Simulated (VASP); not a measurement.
Wanted: the native input for a VASP 6.6.1 run.

* Task: single point
* Functional: r2SCAN
* Potentials or basis: VASP PAW PBE potentials, release 64 (La)
* Cutoff: 520 eV
* k mesh: 9 × 9 × 9
* Occupations: fermi-dirac, width 0.05 eV
* Spin: no spin polarisation
* Dipole correction: no
* Further INCAR settings: ALGO = Normal; EDIFF = 1e-06; NBANDS = 12

Crystal: La.

```
La
1.0
     0.00000    2.55732    2.55732
     2.55732    0.00000    2.55732
     2.55732    2.55732    0.00000
La
1
Cartesian
  0.0000 0.0000 0.0000
```

One way to write it, as run:

POSCAR

```
La
1.0
    0.0000000000      2.5573200000      2.5573200000
    2.5573200000      0.0000000000      2.5573200000
    2.5573200000      2.5573200000      0.0000000000
La
1
Direct
    0.0000000000      0.0000000000      0.0000000000
```

INCAR.step1

```
SYSTEM = La
PREC     = Accurate       ! precision mode
ENCUT    = 520            ! plane-wave cutoff, eV
ISMEAR   = -1             ! smearing method
SIGMA    = 0.05           ! smearing width, eV
LREAL    = .False.        ! projectors in reciprocal space
LASPH    = .True.         ! aspherical terms in the spheres
NELM     = 80             ! most SCF steps
NBANDS   = 12             ! bands
GGA      = PE             ! functional
ALGO     = Normal         ! electronic algorithm
EDIFF    = 1E-4           ! SCF threshold, eV
LWAVE    = .True.         ! write WAVECAR
LCHARG   = .False.        ! write CHGCAR
```

INCAR.step2

```
SYSTEM = La
PREC     = Accurate       ! precision mode
ENCUT    = 520            ! plane-wave cutoff, eV
EDIFF    = 1E-6           ! SCF threshold, eV
ISMEAR   = -1             ! smearing method
SIGMA    = 0.05           ! smearing width, eV
LREAL    = .False.        ! projectors in reciprocal space
LASPH    = .True.         ! aspherical terms in the spheres
NELM     = 80             ! most SCF steps
ALGO     = Normal         ! electronic algorithm
ISIF     = 2              ! what is computed and relaxed
LWAVE    = .False.        ! write WAVECAR
LCHARG   = .False.        ! write CHGCAR
METAGGA  = R2SCAN         ! meta-GGA
LMIXTAU  = .True.       
NBANDS   = 12             ! bands
ISTART   = 1
```

KPOINTS

```
Automatic mesh
0
Gamma
  9 9 9
  0 0 0
```

Potentials or basis: VASP PAW PBE potentials, release 64 (La).

Run with:

```bash
$ cat potpaw_PBE.64/La/POTCAR > POTCAR
$ cp INCAR.step1 INCAR
$ mpirun -np 1 vasp_std > vasp.out
$ cp INCAR.step2 INCAR
$ mpirun -np 1 vasp_std > vasp.out
```

It gave:

- Pressure: 2.2 GPa

Caveat: the PAW data sets were made with another functional, which shifts forces and pressure a little.

Run time: 40 s on 1 thread of Intel(R) Xeon(R) Platinum 8481C CPU @ 2.70GHz (Sapphire Rapids) (shared host), peak memory 0.18 GiB.
